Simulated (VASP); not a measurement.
A run of VASP 6.6.1 is set up as follows.

Contents of INCAR:

```
SYSTEM = CdS
PREC = Accurate
ENCUT = 500
EDIFF = 1E-6
ISMEAR = 0
SIGMA = 0.05
LREAL = .False.
LASPH = .True.
NELM = 120
ALGO = Normal
ISIF = 2
LWAVE = .False.
LCHARG = .False.
GGA = PE
NBANDS = 16
GGA_COMPAT = .False.
```

The input KPOINTS:

```
regular mesh
0
Gamma
  6 6 6
  0 0 0
```

The input POSCAR:

```
CdS
1.0
    0.0000000000      2.9824758312      2.9824758312
    2.9824758312      0.0000000000      2.9824758312
    2.9824758312      2.9824758312      0.0000000000
Cd S
1 1
Direct
    0.0000000000      0.0000000000      0.0000000000
    0.2500000000      0.2500000000      0.2500000000
```

Potentials or basis: VASP PAW PBE potentials, release 64 (Cd, S).

Launch:

```bash
$ cat potpaw_PBE.64/Cd/POTCAR potpaw_PBE.64/S/POTCAR > POTCAR
$ mpirun -np 1 vasp_std > vasp.out
```

Task: What does it give for the band gap on the k mesh?

Result: 1.00 eV, direct.

Task: Estimate the pressure.

Result: -0.7 GPa.

As with any semilocal functional, this PBE gap is likely too small.
